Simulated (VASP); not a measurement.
**Sr4O3: relaxation of cell and atoms with PBE**

The system is Sr4O3.

```
Sr O
1.0
     5.71409    0.00000    0.00000
     0.00000    5.71409    0.00000
     0.00000    0.00000    5.71409
Sr O
4 3
Direct
  0.76271 0.76271 0.76271
  0.23729 0.23729 0.76271
  0.23729 0.76271 0.23729
  0.76271 0.23729 0.23729
  0.00000 0.00000 0.50000
  0.50000 0.00000 0.00000
  0.00000 0.50000 0.00000
```

```json
{
  "Program": "VASP 6.6.1",
  "Task": "relaxation of cell and atoms",
  "Functional": "PBE",
  "Potentials or basis": "VASP PAW PBE potentials, release 64 (Sr_sv, O)",
  "Cutoff": "600 eV",
  "k mesh": "6 × 6 × 6",
  "Occupations": "gaussian, width 0.02 eV",
  "Spin": "no spin polarisation",
  "Dipole correction": "no",
  "Further INCAR settings": "ALGO = Normal; EDIFF = 1e-06; IBRION = 2; EDIFFG = -0.01; NSW = 100; ISIF = 3"
}
```

* Relaxed volume: 26.86 Å³/atom
* Relaxed cell: a = 5.729 Å, b = 5.729 Å, c = 5.729 Å, α = 90.00°, β = 90.00°, γ = 90.00°
* Space group after relaxing (to 0.05 Å): P-43m (No. 215)
* Energy gained by relaxing: 0.3 meV/atom
* Ionic steps: 3
* Pressure after relaxing: 0.0 GPa
* Largest force after relaxing: 0.009 eV/Å
* Band gap on the k mesh: 0.44 eV, indirect (least direct gap 0.74 eV)

Forces in eV/Å, atoms in the order of the input:
```
Sr   0.005  0.005  0.005
Sr  -0.005 -0.005  0.005
Sr  -0.005  0.005 -0.005
Sr   0.005 -0.005 -0.005
O    0.000  0.000  0.000
O    0.000  0.000  0.000
O    0.000  0.000  0.000
```

The path:
| step | energy change (eV) | largest force (eV/Å) | pressure (GPa) | volume (Å³) |
| --- | --- | --- | --- | --- |
| 1 | 0.0000 | 0.0226 | 0.38 | 186.57 |
| 2 | -0.0017 | 0.0136 | -0.07 | 188.28 |
| 3 | -0.0018 | 0.0085 | 0.01 | 188.02 |

Final structure:
```cif
data_structure
_symmetry_space_group_name_H-M 'P 1'
_symmetry_Int_Tables_number 1
_cell_length_a 5.7288
_cell_length_b 5.7288
_cell_length_c 5.7288
_cell_angle_alpha 90.000
_cell_angle_beta 90.000
_cell_angle_gamma 90.000
_cell_volume 188.02
loop_
_atom_site_label
_atom_site_type_symbol
_atom_site_fract_x
_atom_site_fract_y
_atom_site_fract_z
_atom_site_occupancy
Sr1 Sr 0.76261 0.76261 0.76261 1
Sr2 Sr 0.23739 0.23739 0.76261 1
Sr3 Sr 0.23739 0.76261 0.23739 1
Sr4 Sr 0.76261 0.23739 0.23739 1
O1 O 0.00000 0.00000 0.50000 1
O2 O 0.50000 0.00000 0.00000 1
O3 O 0.00000 0.50000 0.00000 1
```

Levels at points of the mesh, in eV from the valence-band top:
```
           k point  band 25  band 26  band 27  band 28  band 29  band 30  band 31  band 32  band 33  band 34
(0.00, 0.00, 0.00)    -3.22    -2.62    -2.62    -2.62    -1.73     1.42     1.61     1.61     1.86     1.86
(0.50, 0.00, 0.00)    -3.18    -3.08    -3.08    -2.61    -0.30     0.44     1.46     1.65     2.06     2.06
(0.50, 0.50, 0.00)    -3.16    -3.16    -3.15    -3.09     0.00     1.05     1.05     1.06     2.52     2.81
(0.50, 0.50, 0.50)    -3.21    -3.13    -3.13    -3.13    -0.25     1.34     1.34     1.34     2.28     3.88
```

Wall time 11 min on 1 thread of Oxide Virtual Turin-like Processor (shared host), peak memory 0.37 GiB.

A k mesh can miss the band edges. As with any semilocal functional, this PBE gap is likely too small.
